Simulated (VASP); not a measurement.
Te2Mo: single point with PBEsol

The system is Te2Mo.

```
Te Mo
1.0
     3.49418    0.00000    0.00000
    -1.74709    3.02605    0.00000
     0.00000    0.00000   14.00563
Te Mo
4 2
Direct
  0.33333 0.66667 0.62112
  0.66667 0.33333 0.12112
  0.66667 0.33333 0.37888
  0.33333 0.66667 0.87888
  0.33333 0.66667 0.25000
  0.66667 0.33333 0.75000
```

* Program: VASP 6.6.1
* Task: single point
* Functional: PBEsol
* Potentials or basis: VASP PAW PBE potentials, release 64 (Te, Mo_sv)
* Cutoff: 520 eV
* k mesh: 12 × 12 × 2
* Occupations: gaussian, width 0.02 eV
* Spin: no spin polarisation
* Dipole correction: no
* Further INCAR settings: ALGO = Normal; EDIFF = 1e-06; NBANDS = 35

```json
{
 "Pressure": "0.1 GPa",
 "Largest force": "0.033 eV/Å",
 "Band gap on the k mesh": "0.77 eV, indirect (least direct gap 1.09 eV)"
}
```

Forces on the atoms (eV/Å):
```
Te   0.000  0.000 -0.033
Te   0.000  0.000 -0.033
Te   0.000  0.000  0.033
Te   0.000  0.000  0.033
Mo   0.000  0.000  0.000
Mo   0.000  0.000  0.000
```

Stress tensor (GPa, compression positive):
```
0.09 0.00 0.00
0.00 0.09 0.00
0.00 0.00 0.22
```

Levels at points of the mesh, in eV from the valence-band top:
```csv
k point,band 24,band 25,band 26,band 27,band 28,band 29
"(0.00, 0.00, 0.00)",-0.96,-0.35,0.00,3.04,3.04,3.16
"(0.50, 0.00, 0.00)",-0.96,-0.51,-0.22,1.36,1.41,1.51
"(0.00, 0.00, 0.50)",-0.98,-0.09,-0.09,3.07,3.07,3.07
"(0.50, 0.00, 0.50)",-0.96,-0.37,-0.37,1.38,1.38,1.71
```

Run time: 2.4 min on 1 thread of Intel(R) Xeon(R) Platinum 8559C (Emerald Rapids), on a shared host, peak memory 0.36 GiB.

Caveat: the PAW data sets were made with another functional, which shifts forces and pressure a little; spin-orbit coupling is left out, which moves the levels of the heavy elements; this functional lacks dispersion, which binds the layers, so the pressure and a relaxed spacing across them are unreliable. As with any semilocal functional, this PBEsol gap is likely too small.
